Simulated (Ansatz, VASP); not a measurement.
**SnO2, level by level in two programs**

```
Sn O
1.0
     1.62780    0.93981    4.83239
    -1.62780    0.93981    4.83239
     0.00000   -1.87962    4.83239
Sn O
1 2
Direct
  0.50000 0.50000 0.50000
  0.76283 0.76283 0.76283
  0.23717 0.23717 0.23717
```

Single points on this cell with VASP 6.6.1 and Ansatz 0.2.0. Each row is one pair of runs. Alike in all rows: spin: off; smearing: fermi-dirac, width 0.05 eV.

```csv
level,k mesh,"VASP's potentials, cutoff","Ansatz's potentials, cutoff","gap on the k mesh at the Fermi level (eV), VASP","gap on the k mesh at the Fermi level (eV), Ansatz","least direct gap on the mesh (eV), VASP","least direct gap on the mesh (eV), Ansatz","pressure (GPa), VASP","pressure (GPa), Ansatz"
LDA,8 × 8 × 8,"VASP PAW LDA potentials, release 64 (Sn_d, O), 520 eV","Ansatz PAW, 420 eV",1.65,?,1.76,?,-10.9,?
LDA,10 × 10 × 10,"VASP PAW LDA potentials, release 64 (Sn_d, O), 520 eV","Ansatz PAW, 420 eV",1.65,1.65,1.76,1.76,-10.8,-11.5
r2SCAN,10 × 10 × 10,"VASP PAW PBE potentials, release 64 (Sn_d, O), 520 eV","Ansatz PAW, 500 eV",2.29,2.30,2.39,2.39,-8.9,-9.7
```

Q: Fill in what Ansatz gave in row 1.

A: gap on the k mesh at the Fermi level (eV): 1.65; least direct gap on the mesh (eV): 1.76; pressure (GPa): -11.5.
